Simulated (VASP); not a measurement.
# Ti9S in VASP: notebook

The runs below take Ti9S through single point, with PBE.

All numbers are computed with VASP 6.6.1; they aren't measurements. Logs are shortened: lines on timing, memory, paths and dates and some standing lists are left out, and cuts for length are marked.

### Step 1. The cell of the first run

The cell holds a slab with vacuum, 10 atoms: a = 2.832 Å, b = 7.932 Å, c = 19.927 Å, α = 90.00°, β = 90.00°, γ = 90.00°.

### Step 2. Single point, PBE

File INCAR:

```
SYSTEM = Ti9S
ALGO = Normal ; DIPOL = 0.5 0.5 0.331
EDIFF = 1E-6 ; ENCUT = 520
GGA = PE ; IDIPOL = 3
ISIF = 2 ; ISMEAR = 0
LASPH = .TRUE. ; LCHARG = .FALSE.
LDIPOL = .TRUE. ; LREAL = .FALSE.
LWAVE = .FALSE. ; NBANDS = 68
NELM = 60 ; PREC = Accurate
SIGMA = 0.1
```

File KPOINTS:

```
k-points
0
G
  9 4 1
  0 0 0
```

File POSCAR:

```
Ti9S
1.0
    2.8319727881      0.0000000000      0.0000000000
    0.0000000000      7.9316622551      0.0000000000
    0.0000000000      0.0000000000     19.9268841162
Ti S
9 1
Direct
    0.0000000000      0.5000000000      0.2007338416
    0.5000000000      0.1666666667      0.2007338416
    0.5000000000      0.8333333333      0.2007338416
    0.0000000000      0.0000000000      0.3122110455
    0.5000000000      0.6684928875      0.3108725352
    0.5000000000      0.3315071125      0.3108725352
    0.0000000000      0.5000000000      0.4177589340
    0.5000000000      0.1666364294      0.4228902054
    0.5000000000      0.8333635706      0.4228902054
    0.8333333333      0.9999697627      0.5091338662
```

Potentials or basis: VASP PAW PBE potentials, release 64 (Ti_sv, S).

Run with:

```console
$ cat potpaw_PBE.64/Ti_sv/POTCAR potpaw_PBE.64/S/POTCAR > POTCAR
$ mpirun -np 1 vasp_std > vasp.out
```

OUTCAR:

```text
SYSTEM = Ti9S
   EDIFF = 1E-6
   ENCUT = 520
   GGA = PE
   ISIF = 2
   ISMEAR = 0
   LASPH = .TRUE.
   LREAL = .FALSE.
   NELM = 60
   PREC = Accurate

 ion  position               nearest neighbor table
   1  0.000  0.500  0.201-
   2  0.500  0.167  0.201-   6 2.55   3 2.64
   3  0.500  0.833  0.201-   5 2.55   2 2.64
   4  0.000  0.000  0.312-
   5  0.500  0.668  0.311-   3 2.55   9 2.59   6 2.67   7 2.89   7 2.89
   6  0.500  0.332  0.311-   2 2.55   8 2.59   5 2.67   7 2.89   7 2.89
   7  0.000  0.500  0.418-   5 2.89   6 2.89   5 2.89   6 2.89
   8  0.500  0.167  0.423-  10 2.36   6 2.59   9 2.64
   9  0.500  0.833  0.423-  10 2.36   5 2.59   8 2.64
  10  0.833  1.000  0.509-   9 2.36   8 2.36

  LATTYP: Found a simple orthorhombic cell.
 ALAT       =     2.8319727881
 B/A-ratio  =     2.8007551091
 C/A-ratio  =     7.0363967479

  Lattice vectors:

 A1 = (   2.8319727881,   0.0000000000,   0.0000000000)
 A2 = (   0.0000000000,   7.9316622551,   0.0000000000)
 A3 = (   0.0000000000,   0.0000000000,  19.9268841162)

Analysis of symmetry for initial positions (statically):
=====================================================================
 Subroutine PRICEL returns:
 Original cell was already a primitive cell.

 Routine SETGRP: Setting up the symmetry group for a
 simple orthorhombic supercell.

 Subroutine GETGRP returns: Found  1 space group operations
 (whereof  1 operations were pure point group operations)
 out of a pool of  8 trial point group operations.

The static configuration has the point symmetry C_1 .

Analysis of symmetry for dynamics (positions and initial velocities):
=====================================================================
 Subroutine PRICEL returns:
 Original cell was already a primitive cell.

 Routine SETGRP: Setting up the symmetry group for a
 simple orthorhombic supercell.

 Subroutine GETGRP returns: Found  1 space group operations
 (whereof  1 operations were pure point group operations)
 out of a pool of  8 trial point group operations.

The dynamic configuration has the point symmetry C_1 .

 Subroutine INISYM returns: Found  1 space group operations
 (whereof  1 operations are pure point group operations),
 and found     1 'primitive' translations

----------------------------------------------------------------------------------------

                                     Primitive cell

  volume of cell :     447.6027

  direct lattice vectors                    reciprocal lattice vectors
     2.831972788  0.000000000  0.000000000     0.353110738  0.000000000  0.000000000
     0.000000000  7.931662255  0.000000000     0.000000000  0.126076977  0.000000000
     0.000000000  0.000000000 19.926884116     0.000000000  0.000000000  0.050183460

  length of vectors
     2.831972788  7.931662255 19.926884116     0.353110738  0.126076977  0.050183460

  position of ions in fractional coordinates (direct lattice)
     0.000000000  0.500000000  0.200733842
     0.500000000  0.166666667  0.200733842
     0.500000000  0.833333333  0.200733842
     0.000000000  0.000000000  0.312211045
     0.500000000  0.668492888  0.310872535
     0.500000000  0.331507112  0.310872535
     0.000000000  0.500000000  0.417758934
     0.500000000  0.166636429  0.422890205
     0.500000000  0.833363571  0.422890205
     0.833333333  0.999969763  0.509133866

  ion indices of the primitive-cell ions
   primitive index   ion index
                 1           1
                 2           2
                 3           3
                 4           4
                 5           5
                 6           6
                 7           7
                 8           8
                 9           9
                10          10

----------------------------------------------------------------------------------------

 KPOINTS: k-points

Automatic generation of k-mesh.
 Grid dimensions read from file:
 generate k-points for:    9    4    1

 Generating k-lattice:

  Cartesian coordinates                     Fractional coordinates (reciprocal lattice)
     0.039234526  0.000000000  0.000000000     0.111111111  0.000000000  0.000000000
     0.000000000  0.031519244  0.000000000     0.000000000  0.250000000  0.000000000
     0.000000000  0.000000000  0.050183460     0.000000000  0.000000000  1.000000000

  Length of vectors
     0.039234526  0.031519244  0.050183460

  Shift w.r.t. Gamma in fractional coordinates (k-lattice)
     0.000000000  0.000000000  0.000000000

 Subroutine IBZKPT returns following result:
 ===========================================

 Found     19 irreducible k-points:

 Following reciprocal coordinates:
            Coordinates               Weight
  0.000000  0.000000  0.000000      1.000000
  0.111111  0.000000  0.000000      2.000000
  0.222222  0.000000  0.000000      2.000000
  0.333333  0.000000  0.000000      2.000000
  0.444444  0.000000  0.000000      2.000000
  0.000000  0.250000  0.000000      2.000000
[... 11 lines left out ...]
  0.333333  0.500000  0.000000      2.000000
  0.444444  0.500000  0.000000      2.000000
   k-points           NKPTS =     19   k-points in BZ     NKDIM =     19   number of bands    NBANDS=     68
   number of dos      NEDOS =    301   number of ions     NIONS =     10
   total plane-waves  NPLWV = 216000
   dimension x,y,z NGX =    24 NGY =   60 NGZ =  150
   dimension x,y,z NGXF=    48 NGYF=  120 NGZF=  300
   ions per type =               9   1
   NGX,Y,Z   is equivalent  to a cutoff of  14.09, 12.58, 12.51 a.u.
   NGXF,Y,Z  is equivalent  to a cutoff of  28.18, 25.15, 25.03 a.u.
 SYSTEM =  Ti9S
   PREC   = accura    normal or accurate (medium, high low for compatibility)
   ISTART =      0    job   : 0-new  1-cont  2-samecut
   ICHARG =      2    charge: 1-file 2-atom 10-const
   ISPIN  =      1    spin polarized calculation?
   LNONCOLLINEAR =      F non collinear calculations
   LSORBIT =      F    spin-orbit coupling
   LASPH  =      T    aspherical Exc in radial PAW
   ENCUT  =  520.0 eV  38.22 Ry    6.18 a.u.   5.27 14.75 37.05*2*pi/ulx,y,z
   NELM   =     60;   NELMIN=  2; NELMDL= -5     # of ELM steps
   EDIFF  = 0.1E-05   stopping-criterion for ELM
   LREAL  =      F    real-space projection
   EDIFFG = 0.1E-04   stopping-criterion for IOM
   NSW    =      0    number of steps for IOM
   IBRION =     -1    ionic relax: 0-MD 1-quasi-New 2-CG
   NFREE  =      0    steps in history (QN), initial steepest desc. (CG)
   ISIF   =      2    stress and relaxation
   ISYM   =      2    0-nonsym 1-usesym 2-fastsym
   POTIM  = 0.5000    time-step for ionic-motion
   TEBEG  =    0.0;   TEEND  =   0.0 temperature during run
   PSTRESS=    0.0 pullay stress
   NELECT =     114.0000    total number of electrons
   NUPDOWN=      -1.0000    fix difference up-down
   EMIN   =  10.00;   EMAX   =-10.00  energy-range for DOS
   EFERMI =   0.00;   METHOD = LEGACY
   ISMEAR =     0;   SIGMA  =   0.10  broadening in eV -4-tet -1-fermi 0-gaus
   EFERMI_NEDOS =   21; number of points for ismear=-14 and -15
   IALGO  =     38    algorithm
   IMIX   =      4    mixing-type and parameters
     AMIX     =   0.40;   BMIX     =  1.00
     AMIX_MAG =   1.60;   BMIX_MAG =  1.00
  volume/ion in A,a.u.               =      44.76       302.06
  Fermi-wavevector in a.u.,A,eV,Ry     =   1.037717  1.961001 14.651520  1.076856
  Thomas-Fermi vector in A             =   2.172168
   LORBIT       =      0    0 simple, 1 ext, 2 COOP (PROOUT), +10 PAW based schemes
   GGA     = PE    functional components
   LHFCALC =     F    Hartree Fock is set to
   AEXX    =    0.0000 exact exchange contribution
   IVDW    =     0    specifies the selected vdW correction
   LEPSILON=     F    determine dielectric tensor
   LRPA    =     F    only Hartree local field effects (RPA)
 non-spin polarized calculation
 Gauss-broadening in eV      SIGMA  =   0.10
  energy-cutoff  :      520.00
  volume of cell :      447.60
 maximum number of plane-waves:     12087
 NGX is ok and might be reduce to    24
   NGX = 11   NGY = 29   NGZ = 75

 dipolmoment           0.000000      0.000000     -0.007188 electrons x Angstroem

 number of electron     113.9999964 magnetization

 dipolmoment           0.000000      0.000000      0.038237 electrons x Angstroem

 Free energy of the ion-electron system (eV)
  ---------------------------------------------------
  ext. energy  EPLUGINS =         0.00000000
  ---------------------------------------------------
  free energy    TOTEN  =       -71.52864686 eV

  energy without entropy =      -71.46597732  energy(sigma->0) =      -71.49731209

 E-fermi :   0.5124     XC(G=0):  -5.2606

 val. band max:        0.4918803888   @ k =   0.3333   0.2500   0.0000
 cond. band min:       0.5232379562   @ k =   0.4444   0.0000   0.0000
 fundamental gap:      0.0313575674
 Fermi energy:         0.5123506277

 k-point     1 :       0.0000    0.0000    0.0000
  band No.  band energies     occupation
      1     -56.5265      2.00000
      2     -56.4475      2.00000
      3     -56.2856      2.00000
      4     -56.2409      2.00000
      5     -56.2224      2.00000
      6     -56.1804      2.00000
[... 60 lines left out ...]
     67       1.6845      0.00000
     68       1.7748      0.00000

 k-point     2 :       0.1111    0.0000    0.0000
  band No.  band energies     occupation
      1     -56.5199      2.00000
      2     -56.4406      2.00000
      3     -56.2788      2.00000
      4     -56.2343      2.00000
      5     -56.2160      2.00000
      6     -56.1741      2.00000
[... 1196 lines left out ...]
     67       1.6642      0.00000
     68       1.7610      0.00000

 k-point    19 :       0.4444    0.5000    0.0000
  band No.  band energies     occupation
      1     -56.4713      2.00000
      2     -56.3901      2.00000
      3     -56.2275      2.00000
      4     -56.1842      2.00000
      5     -56.1709      2.00000
      6     -56.1296      2.00000
[... 60 lines left out ...]
     67       1.7537      0.00000
     68       1.8076      0.00000

------------------------ aborting loop because EDIFF is reached ----------------------------------------

 vacuum level on the upper side and lower side of the slab       (xc-potential included)         0.044        -0.285

  FORCE on cell =-STRESS in cart. coord.  units (eV):
  Direction    XX          YY          ZZ          XY          YZ          ZX
  --------------------------------------------------------------------------------------
  -------------------------------------------------------------------------------------
  Total       -3.1700043      0.2530360      1.8167232      0.0002854      0.0011158      1.4188376
  in kB      -11.3469135      0.9057330      6.5028937      0.0010216      0.0039941      5.0786768
  external PRESSURE =      -1.3127623 kB  Pullay stress =       0.0000000 kB

 VOLUME and BASIS-vectors are now :
 -----------------------------------------------------------------------------
  energy-cutoff  :      520.00
  volume of cell :      447.60
      direct lattice vectors                 reciprocal lattice vectors
     2.831972788  0.000000000  0.000000000     0.353110738  0.000000000  0.000000000
     0.000000000  7.931662255  0.000000000     0.000000000  0.126076977  0.000000000
     0.000000000  0.000000000 19.926884116     0.000000000  0.000000000  0.050183460

 POSITION                                       TOTAL-FORCE (eV/Angst)
 -----------------------------------------------------------------------------------
      0.00000      3.96583      4.00000         0.004162      0.000024      0.187687
      1.41599      1.32194      4.00000         0.008675      0.061312     -0.022699
      1.41599      6.60972      4.00000         0.008679     -0.061328     -0.022702
      0.00000      0.00000      6.22139        -0.105872      0.000137     -0.662902
      1.41599      5.30226      6.19472        -0.052315     -0.067075     -0.224030
      1.41599      2.62940      6.19472        -0.052316      0.067031     -0.224002
      0.00000      3.96583      8.32463        -0.091369     -0.000201     -0.151459
      1.41599      1.32170      8.42688        -0.161409      0.198080      0.551648
      1.41599      6.60996      8.42688        -0.161838     -0.198739      0.551090
      2.35998      7.93142     10.14545         0.603603      0.000760      0.017369
 -----------------------------------------------------------------------------------
    total drift:                               -0.000041     -0.000014      0.001817

  FREE ENERGIE OF THE ION-ELECTRON SYSTEM (eV)
  ---------------------------------------------------
  free  energy   TOTEN  =       -71.5286468621 eV

  energy  without entropy=      -71.4659773236  energy(sigma->0) =      -71.49731209

 vacuum level on the upper side and lower side of the slab         5.106         4.745
```

Run time: 23 min. Hardware: 1 thread of Intel Xeon Platinum 8488C (Sapphire Rapids), shared host; peak memory 0.71 GiB.

What came out:

```
Free energy            : -71.5286 eV
Largest force          : 0.671 eV/Å
Band gap on the k mesh : zero (bands 57 and 58 overlap by 0.26 eV)
```

Forces in eV/Å, atoms in the order of the input:
```
Ti   0.004  0.000  0.188
Ti   0.009  0.061 -0.023
Ti   0.009 -0.061 -0.023
Ti  -0.106  0.000 -0.663
Ti  -0.052 -0.067 -0.224
Ti  -0.052  0.067 -0.224
Ti  -0.091  0.000 -0.151
Ti  -0.161  0.198  0.552
Ti  -0.162 -0.199  0.551
S    0.604  0.001  0.017
```

Levels at points of the mesh, in eV from the Fermi level:
| k point | band 54 | band 55 | band 56 | band 57 | band 58 | band 59 | band 60 | band 61 |
| --- | --- | --- | --- | --- | --- | --- | --- | --- |
| (0.00, 0.00, 0.00) | -0.40 | -0.22 | -0.11 | -0.11 | -0.04 | 0.03 | 0.11 | 0.39 |
| (0.00, 0.50, 0.00) | -0.40 | -0.27 | -0.20 | 0.15 | 0.19 | 0.22 | 0.33 | 0.42 |

### Step 3. Single point, PBE

File INCAR:

```
ALGO = Normal ; DIPOL = 0.5 0.5 0.332
EDIFF = 1E-6 ; ENCUT = 520
GGA = PE ; IDIPOL = 3
ISIF = 2 ; ISMEAR = 0
LASPH = T ; LCHARG = F
LDIPOL = T ; LREAL = F
LWAVE = F ; NBANDS = 68
NELM = 80 ; PREC = Accurate
SIGMA = 0.1
```

File KPOINTS:

```
k-points
0
Gamma
  9 4 1
```

Edit POSCAR of step 2 so:

```diff
@@ -17,2 +17,2 @@
     0.5000000000      0.8333635706      0.4228902054
-    0.8333333333      0.9999697627      0.5091338662
+    0.6666666667      0.4999697627      0.5166431606
```

Potentials or basis: VASP PAW PBE potentials, release 64 (Ti_sv, S).

Run with:

```console
$ cat potpaw_PBE.64/Ti_sv/POTCAR potpaw_PBE.64/S/POTCAR > POTCAR
$ mpirun -np 1 vasp_std > vasp.out
```

Wall time 20 min (1 thread of Intel Xeon 6975P-C (Granite Rapids), shared host); peak memory 0.7 GiB.

Results (log left out):

- Free energy: -71.0168 eV
- Largest force: 0.789 eV/Å
- Band gap on the k mesh: zero (bands 57 and 58 overlap by 0.38 eV)

Forces in eV/Å, atoms in the order of the input:
```
Ti  -0.023  0.000  0.386
Ti  -0.006 -0.008 -0.053
Ti  -0.006  0.008 -0.053
Ti  -0.011  0.000  0.071
Ti   0.021  0.219 -0.435
Ti   0.021 -0.219 -0.435
Ti   0.601  0.000  0.511
Ti   0.047  0.301  0.004
Ti   0.047 -0.301  0.004
S   -0.692  0.000  0.000
```

Levels at points of the mesh, in eV from the Fermi level:
```
           k point  band 54  band 55  band 56  band 57  band 58  band 59
(0.00, 0.00, 0.00)    -0.30    -0.26    -0.19    -0.06     0.02     0.05
(0.00, 0.50, 0.00)    -0.33    -0.17    -0.17     0.23     0.26     0.27
```

### Step 4. Single point, PBE

File INCAR:

```
  PREC = Accurate
  ENCUT = 520
  EDIFF = 1E-6
  ISMEAR = 0
  SIGMA = 0.1
  LREAL = F
  LASPH = T
  NELM = 60
  ALGO = Normal
  ISIF = 2
  LWAVE = F
  LCHARG = F
  LDIPOL = T
  IDIPOL = 3
  DIPOL = 0.5 0.5 0.332
  GGA = PE
  NBANDS = 68
```

File KPOINTS:

```
regular mesh
0
Gamma
  9 4 1
```

Edit POSCAR of step 3 so:

```diff
@@ -17,2 +17,2 @@
     0.5000000000      0.8333635706      0.4228902054
-    0.6666666667      0.4999697627      0.5166431606
+    0.8333333333      0.4999697627      0.5248300153
```

Run with:

```console
$ cat potpaw_PBE.64/Ti_sv/POTCAR potpaw_PBE.64/S/POTCAR > POTCAR
$ mpirun -np 1 vasp_std > vasp.out
```

Run time: 55 min. Hardware: 1 thread of Intel Xeon 8259CL, shared host; peak memory 0.73 GiB.

Results (log left out):

- Free energy: -70.6177 eV
- Largest force: 0.806 eV/Å
- Band gap on the k mesh: zero (bands 57 and 58 overlap by 0.39 eV)

Forces on the atoms (eV/Å):
```
Ti  -0.020  0.000  0.433
Ti   0.000 -0.032 -0.071
Ti   0.000  0.032 -0.071
Ti  -0.011  0.000  0.045
Ti   0.056  0.175 -0.407
Ti   0.056 -0.175 -0.407
Ti   0.642  0.000  0.379
Ti   0.042  0.170  0.047
Ti   0.042 -0.170  0.047
S   -0.806  0.000  0.004
```

Levels at points of the mesh, in eV from the Fermi level:
| k point | band 54 | band 55 | band 56 | band 57 | band 58 | band 59 |
| --- | --- | --- | --- | --- | --- | --- |
| (0.00, 0.00, 0.00) | -0.27 | -0.27 | -0.20 | -0.06 | 0.04 | 0.05 |
| (0.00, 0.50, 0.00) | -0.34 | -0.18 | -0.17 | 0.23 | 0.26 | 0.28 |

### Step 5. The runs side by side

| cell | gap on the mesh (eV) | largest force (eV/Å) |
| --- | --- | --- |
| as given, atomic positions A | none | 0.67 |
| as given, atomic positions B | none | 0.79 |
| as given, atomic positions C | none | 0.81 |

Alike in all rows: task single point; level PBE; potentials or basis VASP PAW PBE potentials, release 64 (Ti_sv, S); no spin polarisation; k mesh 9 × 4 × 1; cutoff (eV) 520; smearing gaussian 0.1 eV.

Total energies depend on the potentials used, so only differences within one code and one set of settings carry meaning.
